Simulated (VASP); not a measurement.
A run of VASP 6.6.1 is set up as follows.

File INCAR:

```
PREC = Accurate
ENCUT = 520
EDIFF = 1E-8
ISMEAR = -1
SIGMA = 0.01
LREAL = F
LASPH = T
NELM = 60
ALGO = Normal
ISIF = 2
LWAVE = F
LCHARG = F
GGA = PE
LEFG = T
NBANDS = 33
```

The input KPOINTS:

```
Automatic mesh
0
Gamma
  6 6 9
```

Contents of POSCAR:

```
TaN
1.0
    5.1611273271      0.0000000000      0.0000000000
   -2.5805636635      4.4696673774      0.0000000000
    0.0000000000      0.0000000000      2.8914624986
Ta N
3 3
Direct
    0.3333333333      0.6666666667      0.5000000000
    0.6666666667      0.3333333333      0.5000000000
    0.0000000000      0.0000000000      0.0000000000
    0.3928500000      0.0000000000      0.0000000000
    0.6071500000      0.6071500000      0.0000000000
    0.0000000000      0.3928500000      0.0000000000
```

Potentials or basis: VASP PAW PBE potentials, release 64 (Ta_pv, N).

Launch:

```bash
$ cat potpaw_PBE.64/Ta_pv/POTCAR potpaw_PBE.64/N/POTCAR > POTCAR
$ mpirun -np 1 vasp_std > vasp.out
```

(1) What does it give for the band gap on the k mesh?

(2) Estimate the pressure.

(3) What does it give for the largest force?

## Answers

(1) zero (bands 24 and 25 overlap by 3.13 eV).

(2) 12.8 GPa.

(3) 0.148 eV/Å.

Caveat: the cell stands under pressure; without QUAD_EFG the Cq values of the log hold for a quadrupole moment of 1 mb, not for the nuclei; spin-orbit coupling is left out, which moves the levels of the heavy elements.
